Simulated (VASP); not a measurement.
# OsAu2 (P6/mmm) in VASP: notebook

The runs below take OsAu2 through relaxation of cell and atoms, single point, with PBE.

Everything below comes from runs of VASP 6.6.1. Logs are shortened: lines on timing, memory, paths and dates and some standing lists are left out, and cuts for length are marked.

## Step 1: The cell of the first run

The structure is hexagonal, space group P6/mmm (No. 191). The conventional cell has a = 3.691 Å, b = 3.691 Å, c = 3.985 Å, α = 90.00°, β = 90.00°, γ = 120.00°. Os (site symmetry 6/mmm) has 12 Au at 2.92 Å and 6 Os at 3.69 Å within 3.8 Å. Within 2.8 Å of Au (site symmetry -6m2) lie 3 Au at 2.13 Å.

## Step 2: Relaxation of cell and atoms, PBE

Contents of INCAR:

```
SYSTEM = OsAu2
ALGO     = Normal         ! electronic algorithm
EDIFF    = 1E-6           ! SCF threshold, eV
EDIFFG   = -0.04          ! ionic threshold
ENCUT    = 600            ! plane-wave cutoff, eV
GGA      = PE             ! functional
IBRION   = 2              ! ionic algorithm
ISIF     = 3              ! what is computed and relaxed
ISMEAR   = 0              ! smearing method
LASPH    = .TRUE.         ! aspherical terms in the spheres
LCHARG   = .FALSE.        ! write CHGCAR
LREAL    = .FALSE.        ! projectors in reciprocal space
LWAVE    = .FALSE.        ! write WAVECAR
NELM     = 60             ! most SCF steps
NSW      = 90             ! ionic steps
PREC     = Accurate       ! precision mode
SIGMA    = 0.1            ! smearing width, eV
```

Contents of KPOINTS:

```
k-points
0
G
  6 6 4
  0 0 0
```

Contents of POSCAR:

```
OsAu2
1.0
    3.6909523014      0.0000000000      0.0000000000
   -1.8454761507      3.1964584572      0.0000000000
    0.0000000000      0.0000000000      3.9852475015
Os Au
1 2
Direct
    0.0000000000      0.0000000000      0.0000000000
    0.3333333333      0.6666666667      0.5000000000
    0.6666666667      0.3333333333      0.5000000000
```

Potentials or basis: VASP PAW PBE potentials, release 64 (Os, Au).

Launch:

```bash
cat potpaw_PBE.64/Os/POTCAR potpaw_PBE.64/Au/POTCAR > POTCAR
mpirun -np 1 vasp_std > vasp.out
```

OUTCAR:

```text
SYSTEM = OsAu2
   EDIFF = 1E-6
   EDIFFG = -0.04
   ENCUT = 600
   GGA = PE
   IBRION = 2
   ISIF = 3
   ISMEAR = 0
   LASPH = .TRUE.
   LREAL = .FALSE.
   NELM = 60
   NSW = 90
   PREC = Accurate

 ion  position               nearest neighbor table
   1  0.000  0.000  0.000-   2 2.92   3 2.92   2 2.92   3 2.92   3 2.92   3 2.92   2 2.92   2 2.92
                             3 2.92   3 2.92   2 2.92   2 2.92
   2  0.333  0.667  0.500-   3 2.13   3 2.13   3 2.13   1 2.92   1 2.92   1 2.92   1 2.92   1 2.92
                             1 2.92
   3  0.667  0.333  0.500-   2 2.13   2 2.13   2 2.13   1 2.92   1 2.92   1 2.92   1 2.92   1 2.92
                             1 2.92

  LATTYP: Found a hexagonal cell.
 ALAT       =     3.6909523014
 C/A-ratio  =     1.0797342193

  Lattice vectors:

 A1 = (   3.6909523014,   0.0000000000,   0.0000000000)
 A2 = (  -1.8454761507,   3.1964584572,   0.0000000000)
 A3 = (   0.0000000000,   0.0000000000,   3.9852475015)

Analysis of symmetry for initial positions (statically):
=====================================================================
 Subroutine PRICEL returns:
 Original cell was already a primitive cell.

 Routine SETGRP: Setting up the symmetry group for a
 hexagonal supercell.

 Subroutine GETGRP returns: Found 24 space group operations
 (whereof 24 operations were pure point group operations)
 out of a pool of 24 trial point group operations.

The static configuration has the point symmetry D_6h.

Analysis of symmetry for dynamics (positions and initial velocities):
=====================================================================
 Subroutine PRICEL returns:
 Original cell was already a primitive cell.

 Routine SETGRP: Setting up the symmetry group for a
 hexagonal supercell.

 Subroutine GETGRP returns: Found 24 space group operations
 (whereof 24 operations were pure point group operations)
 out of a pool of 24 trial point group operations.

The dynamic configuration has the point symmetry D_6h.

 Subroutine INISYM returns: Found 24 space group operations
 (whereof 24 operations are pure point group operations),
 and found     1 'primitive' translations

----------------------------------------------------------------------------------------

                                     Primitive cell

  volume of cell :      47.0179

  direct lattice vectors                    reciprocal lattice vectors
     3.690952301  0.000000000  0.000000000     0.270932789  0.156423118  0.000000000
    -1.845476151  3.196458457  0.000000000     0.000000000  0.312846237  0.000000000
     0.000000000  0.000000000  3.985247501     0.000000000  0.000000000  0.250925444

  length of vectors
     3.690952301  3.690952301  3.985247501     0.312846237  0.312846237  0.250925444

  position of ions in fractional coordinates (direct lattice)
     0.000000000  0.000000000  0.000000000
     0.333333333  0.666666667  0.500000000
     0.666666667  0.333333333  0.500000000

  ion indices of the primitive-cell ions
   primitive index   ion index
                 1           1
                 2           2
                 3           3

----------------------------------------------------------------------------------------

 KPOINTS: k-points

Automatic generation of k-mesh.
 Grid dimensions read from file:
 generate k-points for:    6    6    4

 Generating k-lattice:

  Cartesian coordinates                     Fractional coordinates (reciprocal lattice)
     0.045155465  0.026070520  0.000000000     0.166666667  0.000000000  0.000000000
     0.000000000  0.052141039  0.000000000     0.000000000  0.166666667  0.000000000
     0.000000000  0.000000000  0.062731361     0.000000000  0.000000000  0.250000000

  Length of vectors
     0.052141039  0.052141039  0.062731361

  Shift w.r.t. Gamma in fractional coordinates (k-lattice)
     0.000000000  0.000000000  0.000000000

 Subroutine IBZKPT returns following result:
 ===========================================

 Found     21 irreducible k-points:

 Following reciprocal coordinates:
[... 38 lines left out ...]
   EFERMI_NEDOS =   21; number of points for ismear=-14 and -15
   IALGO  =     38    algorithm
   IMIX   =      4    mixing-type and parameters
     AMIX     =   0.40;   BMIX     =  1.00
     AMIX_MAG =   1.60;   BMIX_MAG =  1.00
  volume/ion in A,a.u.               =      15.67       105.76
  Fermi-wavevector in a.u.,A,eV,Ry     =   1.409379  2.663339 27.025903  1.986348
  Thomas-Fermi vector in A             =   2.531440
   LORBIT       =      0    0 simple, 1 ext, 2 COOP (PROOUT), +10 PAW based schemes
   GGA     = PE    functional components
   LHFCALC =     F    Hartree Fock is set to
   AEXX    =    0.0000 exact exchange contribution
   IVDW    =     0    specifies the selected vdW correction
   LEPSILON=     F    determine dielectric tensor
   LRPA    =     F    only Hartree local field effects (RPA)
 conjugate gradient relaxation of ions
 non-spin polarized calculation
 Gauss-broadening in eV      SIGMA  =   0.10
  energy-cutoff  :      600.00
  volume of cell :       47.02
 maximum number of plane-waves:      1612
 NGX is ok and might be reduce to    30
   NGX = 15   NGY = 15   NGZ = 15

--------------------------------------- Ionic step        1  -------------------------------------------

 number of electron      29.9999999 magnetization

 Free energy of the ion-electron system (eV)
  ---------------------------------------------------
  ext. energy  EPLUGINS =         0.00000000
  ---------------------------------------------------
  free energy    TOTEN  =        -5.88928769 eV

  energy without entropy =       -5.86358072  energy(sigma->0) =       -5.87643421

------------------------ aborting loop because EDIFF is reached ----------------------------------------

  FORCE on cell =-STRESS in cart. coord.  units (eV):
  Direction    XX          YY          ZZ          XY          YZ          ZX
  --------------------------------------------------------------------------------------
  -------------------------------------------------------------------------------------
  Total       43.8429173     43.8429173      0.2290877     -0.0000000     -0.0000000      0.0000000
  in kB     1493.9884208   1493.9884208      7.8063769     -0.0000000     -0.0000000      0.0000000
  external PRESSURE =     998.5944062 kB  Pullay stress =       0.0000000 kB
[... 1956 lines left out ...]
      3       3.6877      2.00000
      4       3.6883      2.00000
      5       3.9628      2.00000
      6       3.9628      2.00000
[... 11 lines left out ...]
     18      15.3178      0.00000
     19      15.3178      0.00000

[... ionic steps 4 to 20 ...]

--------------------------------------- Ionic step       21  -------------------------------------------

 number of electron      29.9999989 magnetization

------------------------ aborting loop because EDIFF is reached ----------------------------------------

  FORCE on cell =-STRESS in cart. coord.  units (eV):
  Direction    XX          YY          ZZ          XY          YZ          ZX
  --------------------------------------------------------------------------------------
  -------------------------------------------------------------------------------------
  Total        0.1946356      0.1946356     -0.1501222     -0.0000000     -0.0000000     -0.0000000
  in kB        6.1818579      6.1818579     -4.7680595     -0.0000000     -0.0000000     -0.0000000
  external PRESSURE =       2.5318855 kB  Pullay stress =       0.0000000 kB
[... 59 lines left out ...]
  energy  without entropy=      -15.5014543853  energy(sigma->0) =      -15.51373042

--------------------------------------- Ionic step       23  -------------------------------------------

 number of electron      29.9999989 magnetization

 Free energy of the ion-electron system (eV)
  ---------------------------------------------------
  ext. energy  EPLUGINS =         0.00000000
  ---------------------------------------------------
  free energy    TOTEN  =       -15.52635281 eV

  energy without entropy =      -15.50161254  energy(sigma->0) =      -15.51398267

 E-fermi :   8.6214     XC(G=0): -12.8434

 val. band max:        8.6093098190   @ k =   0.5000   0.0000   0.5000
 cond. band min:       8.6328539590   @ k =   0.5000   0.0000   0.2500
 fundamental gap:      0.0235441400
 Fermi energy:         8.6213775210

 k-point     1 :       0.0000    0.0000    0.0000
  band No.  band energies     occupation
      1      -1.0581      2.00000
      2       1.5869      2.00000
      3       2.1256      2.00000
      4       3.6771      2.00000
      5       3.6771      2.00000
      6       3.7031      2.00000
[... 481 lines left out ...]
  FREE ENERGIE OF THE ION-ELECTRON SYSTEM (eV)
  ---------------------------------------------------
  free  energy   TOTEN  =       -15.5263528058 eV

  energy  without entropy=      -15.5016125394  energy(sigma->0) =      -15.51398267

 reached required accuracy - stopping structural energy minimisation
```

It took 13 min on 1 thread of Intel Xeon 8259CL, shared host; peak memory 0.2 GiB.

Results:

* Free energy: -15.5264 eV
* Relaxed volume: 16.85 Å³/atom
* Relaxed cell: a = 4.715 Å, b = 4.715 Å, c = 2.626 Å, α = 90.00°, β = 90.00°, γ = 120.00°
* Space group after relaxing (to 0.1 Å): P6/mmm (No. 191)
* Pressure after relaxing: 0.0 GPa
* Band gap on the k mesh: zero (bands 15 and 16 overlap by 1.75 eV)

Final structure:
```cif
data_structure
_symmetry_space_group_name_H-M 'P 1'
_symmetry_Int_Tables_number 1
_cell_length_a 4.7149
_cell_length_b 4.7149
_cell_length_c 2.6261
_cell_angle_alpha 90.000
_cell_angle_beta 90.000
_cell_angle_gamma 120.000
_cell_volume 50.56
loop_
_atom_site_label
_atom_site_type_symbol
_atom_site_fract_x
_atom_site_fract_y
_atom_site_fract_z
_atom_site_occupancy
Os1 Os 0.00000 0.00000 0.00000 1
Au1 Au 0.33333 0.66667 0.50000 1
Au2 Au 0.66667 0.33333 0.50000 1
```

Caveat: the k points lie up to 0.60 Å⁻¹ apart in the final cell, too coarse for converged energies and pressures of a metal; a cell axis changed by over 15 % at a fixed basis, so the end point is rough; spin-orbit coupling is left out, which moves the levels of the heavy elements.

## Step 3: Relaxation of cell and atoms, PBE

This run uses another cell than the first one, of 16.88 Å³/atom.

Contents of INCAR:

```
  ALGO = Fast
  EDIFF = 1E-6
  EDIFFG = -0.04
  ENCUT = 600
  GGA = PE
  IBRION = 2
  ISIF = 3
  ISMEAR = 0
  LASPH = T
  LCHARG = F
  LREAL = F
  LWAVE = F
  NELM = 100
  NSW = 90
  PREC = Accurate
  SIGMA = 0.1
```

Contents of KPOINTS:

```
k-points
0
Gamma
  6 6 6
```

Contents of POSCAR:

```
OsAu2
1.0
    4.7154402758      0.0000000000      0.0000000000
   -2.3577201379      4.0836910689      0.0000000000
    0.0000000000      0.0000000000      2.6292131760
Os Au
1 2
Direct
    0.0000000000      0.0000000000      0.0000000000
    0.3333333333      0.6666666667      0.5000000000
    0.6666666667      0.3333333333      0.5000000000
```

Potentials or basis: VASP PAW PBE potentials, release 64 (Os, Au).

Launch:

```bash
cat potpaw_PBE.64/Os/POTCAR potpaw_PBE.64/Au/POTCAR > POTCAR
mpirun -np 1 vasp_std > vasp.out
```

Run time: 4 min. Hardware: 1 thread of Intel Xeon 8259CL, shared host; peak memory 0.21 GiB.

Results (log left out):

```yaml
Free_energy: -15.2331 eV
Relaxed_volume: 16.89 Å³/atom
Relaxed_cell: a = 4.675 Å, b = 4.675 Å, c = 2.676 Å, α = 90.00°, β = 90.00°, γ = 120.00°
Space_group_after_relaxing_to_0.1_Å: P6/mmm (No. 191)
Energy_gained_by_relaxing: 8.4 meV/atom
Ionic_steps: 5
Pressure_after_relaxing: 0.0 GPa
Band_gap_on_the_k_mesh: zero (bands 15 and 16 overlap by 1.44 eV)
```

Stress tensor (GPa, compression positive):
```
 0.03  0.00  0.00
 0.00  0.03  0.00
 0.00  0.00 -0.12
```

The path:
```tsv
step	energy change (eV)	largest force (eV/Å)	pressure (GPa)	volume (Å³)
1	0.0000	0.0000	1.17	50.63
2	0.0017	0.0000	-3.64	51.50
3	-0.0231	0.0000	-1.45	51.05
4	-0.0213	0.0000	1.99	50.13
5	-0.0251	0.0000	-0.02	50.66
```

Final structure:
```
Os Au
1.0
     4.67525    0.00000    0.00000
    -2.33762    4.04888    0.00000
     0.00000    0.00000    2.67607
Os Au
1 2
Direct
  0.00000 0.00000 0.00000
  0.33333 0.66667 0.50000
  0.66667 0.33333 0.50000
```

Levels at points of the mesh, in eV from the Fermi level:
```tsv
k point	band 13	band 14	band 15	band 16	band 17	band 18
(0.00, 0.00, 0.00)	-2.59	-2.59	0.92	0.92	3.38	4.66
(0.50, 0.00, 0.00)	-2.26	-0.64	-0.50	-0.17	0.68	0.95
(0.00, 0.00, 0.50)	-0.82	0.27	0.27	1.28	4.05	6.47
(0.50, 0.00, 0.50)	-0.91	-0.06	0.84	1.04	1.44	4.35
```

Caveat: the k points lie up to 0.39 Å⁻¹ apart in the final cell, too coarse for converged energies and pressures of a metal; spin-orbit coupling is left out, which moves the levels of the heavy elements.

## Step 4: Single point, PBE

This run uses another cell than the first one, of 16.90 Å³/atom.

Contents of INCAR:

```
PREC = Accurate
ENCUT = 520
EDIFF = 1E-6
ISMEAR = 0
SIGMA = 0.1
LREAL = False
LASPH = True
NELM = 100
ALGO = Fast
ISIF = 2
LWAVE = False
LCHARG = False
GGA = PE
NBANDS = 22
```

Contents of KPOINTS:

```
Automatic mesh
0
Gamma
  12 12 18
```

Contents of POSCAR:

```
OsAu2
1.0
    4.6973033372      0.0000000000      0.0000000000
   -2.3486516686      4.0679840193      0.0000000000
    0.0000000000      0.0000000000      2.6532728001
Os Au
1 2
Direct
    0.0000000000      0.0000000000      0.0000000000
    0.3333333333      0.6666666667      0.5000000000
    0.6666666667      0.3333333333      0.5000000000
```

Launch:

```bash
cat potpaw_PBE.64/Os/POTCAR potpaw_PBE.64/Au/POTCAR > POTCAR
mpirun -np 1 vasp_std > vasp.out
```

It took 4.2 min on 1 thread of Intel Xeon 8259CL, shared host; peak memory 0.32 GiB.

It converged, with:

```
Free energy            : -15.3389 eV
Pressure               : -0.3 GPa
Band gap on the k mesh : zero (bands 15 and 16 overlap by 1.49 eV)
```

Stress tensor (GPa, compression positive):
```
-0.31  0.00  0.00
 0.00 -0.31  0.00
 0.00  0.00 -0.41
```

Levels at points of the mesh, in eV from the Fermi level:
| k point | band 13 | band 14 | band 15 | band 16 | band 17 | band 18 |
| --- | --- | --- | --- | --- | --- | --- |
| (0.00, 0.00, 0.00) | -2.53 | -2.53 | 0.94 | 0.94 | 3.23 | 4.53 |
| (0.50, 0.00, 0.00) | -2.25 | -0.70 | -0.53 | -0.19 | 0.72 | 0.97 |
| (0.00, 0.00, 0.50) | -0.91 | 0.26 | 0.26 | 1.46 | 4.09 | 6.45 |
| (0.50, 0.00, 0.50) | -0.90 | -0.07 | 0.81 | 1.07 | 1.56 | 4.45 |

Caveat: spin-orbit coupling is left out, which moves the levels of the heavy elements.

## Step 5: Relaxation of cell and atoms, PBE

This run uses another cell than the first one, of 16.89 Å³/atom.

Contents of INCAR:

```
SYSTEM = OsAu2
  PREC = Accurate
  ENCUT = 600
  EDIFF = 1E-6
  ISMEAR = 0
  SIGMA = 0.1
  LREAL = .False.
  LASPH = .True.
  NELM = 100
  ALGO = Fast
  ISIF = 3
  LWAVE = .False.
  LCHARG = .False.
  GGA = PE
  IBRION = 2
  NSW = 100
  EDIFFG = -0.01
```

Contents of KPOINTS:

```
regular mesh
0
Gamma
  12 12 18
  0 0 0
```

Contents of POSCAR:

```
OsAu2
1.0
    4.6755798143      0.0000000000      0.0000000000
   -2.3377899071      4.0491708966      0.0000000000
    0.0000000000      0.0000000000      2.6759376526
Os Au
1 2
Direct
    0.0000000000      0.0000000000      0.0000000000
    0.3333333333      0.6666666667      0.5000000000
    0.6666666667      0.3333333333      0.5000000000
```

Launch:

```bash
cat potpaw_PBE.64/Os/POTCAR potpaw_PBE.64/Au/POTCAR > POTCAR
mpirun -np 1 vasp_std > vasp.out
```

Run time: 18 min. Hardware: 1 thread of Intel Xeon 8259CL, shared host; peak memory 0.38 GiB.

It converged, with:

* Free energy: -15.3397 eV
* Relaxed volume: 16.88 Å³/atom
* Relaxed cell: a = 4.695 Å, b = 4.695 Å, c = 2.652 Å, α = 90.00°, β = 90.00°, γ = 120.00°
* Space group after relaxing (to 0.1 Å): P6/mmm (No. 191)
* Energy gained by relaxing: 2.2 meV/atom
* Ionic steps: 5
* Pressure after relaxing: 0.0 GPa
* Band gap on the k mesh: zero (bands 15 and 16 overlap by 1.49 eV)

The path:
| step | energy change (eV) | largest force (eV/Å) | pressure (GPa) | volume (Å³) |
| --- | --- | --- | --- | --- |
| 1 | 0.0000 | 0.0000 | -0.50 | 50.66 |
| 2 | 0.0004 | 0.0000 | 1.95 | 50.27 |
| 3 | -0.0061 | 0.0000 | 0.64 | 50.47 |
| 4 | -0.0058 | 0.0000 | -0.89 | 50.88 |
| 5 | -0.0065 | 0.0000 | -0.02 | 50.64 |

Final structure:
```
Os Au
1.0
     4.69529    0.00000    0.00000
    -2.34765    4.06624    0.00000
     0.00000    0.00000    2.65228
Os Au
1 2
Cartesian
  0.0000 0.0000 2.6523
  0.0000 2.7108 1.3261
  2.3476 1.3554 1.3261
```

Levels at points of the mesh, in eV from the Fermi level:
```csv
k point,band 12,band 13,band 14,band 15,band 16,band 17,band 18,band 19
"(0.00, 0.00, 0.00)",-2.62,-2.54,-2.54,0.95,0.95,3.24,4.54,5.46
"(0.50, 0.00, 0.00)",-2.30,-2.25,-0.70,-0.53,-0.19,0.72,0.97,4.38
"(0.00, 0.00, 0.50)",-0.91,-0.91,0.26,0.26,1.46,4.09,6.45,7.24
"(0.50, 0.00, 0.50)",-1.50,-0.90,-0.07,0.82,1.07,1.56,4.45,5.69
```

Caveat: spin-orbit coupling is left out, which moves the levels of the heavy elements.

## Step 6: Overview

| task | cell | k mesh | cutoff (eV) | gap on the mesh (eV) | pressure (GPa) | relaxed volume (Å³/atom) |
| --- | --- | --- | --- | --- | --- | --- |
| relaxation of cell and atoms | relaxed from a = 3.691, b = 3.691, c = 3.985 Å, angles 90.0, 90.0, 120.0°, 3 atoms | 6 × 6 × 4 | 600 | none | 0.0 | 16.85 |
| relaxation of cell and atoms | relaxed from a = 4.715, b = 4.715, c = 2.629 Å, angles 90.0, 90.0, 120.0°, 3 atoms | 6 × 6 × 6 | 600 | none | 0.0 | 16.89 |
| single point | a = 4.697, b = 4.697, c = 2.653 Å, angles 90.0, 90.0, 120.0°, 3 atoms | 12 × 12 × 18 | 520 | none | -0.3 | - |
| relaxation of cell and atoms | relaxed from a = 4.676, b = 4.676, c = 2.676 Å, angles 90.0, 90.0, 120.0°, 3 atoms | 12 × 12 × 18 | 600 | none | 0.0 | 16.88 |

Alike in all rows: level PBE; potentials or basis VASP PAW PBE potentials, release 64 (Os, Au); no spin polarisation; smearing gaussian 0.1 eV.

Caveats: some runs use coarse meshes; spin-orbit coupling is left out, which moves the levels of the heavy elements; a cell axis changed by over 15 % at a fixed basis, so the end point is rough (at least some runs).

Absolute energies hang on the potentials; compare differences alone.
